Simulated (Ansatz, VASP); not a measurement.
SrO: VASP beside Ansatz

```xyz
2
Lattice="0.0000 2.5663 2.5663 2.5663 0.0000 2.5663 2.5663 2.5663 0.0000" Properties=species:S:1:pos:R:3 pbc="T T T"
Sr    2.5663    2.5663    2.5663
O     0.0000    0.0000    0.0000
```

Alike in both runs: task relaxation of cell and atoms; functional RPBE; dispersion D3(BJ); k mesh 9 × 9 × 9; occupations fermi-dirac, width 0.05 eV; no spin polarisation.

```csv
,VASP,Ansatz
version,VASP 6.6.1,Ansatz 0.2.0
potentials or method,"VASP PAW PBE potentials, release 64 (Sr_sv, O)",Ansatz PAW
plane-wave cutoff (eV),600,420
valence electrons in the cell,16,16
```

```csv
,VASP,Ansatz,Ansatz less VASP
relaxed volume (Å³/atom),14.82,14.72,-0.096
relaxed cell length with the largest relative difference (Å),3.474,3.466,-0.0076
```

VASP's potentials were made for PBE, not for RPBE.

Noted on Ansatz's run: odd divisions of the mesh miss points on the zone boundary, where band edges often lie, so the gap on the mesh can be too wide; the plane-wave basis is chosen anew once the cell has moved, so the energies of steps on either side of that aren't comparable.
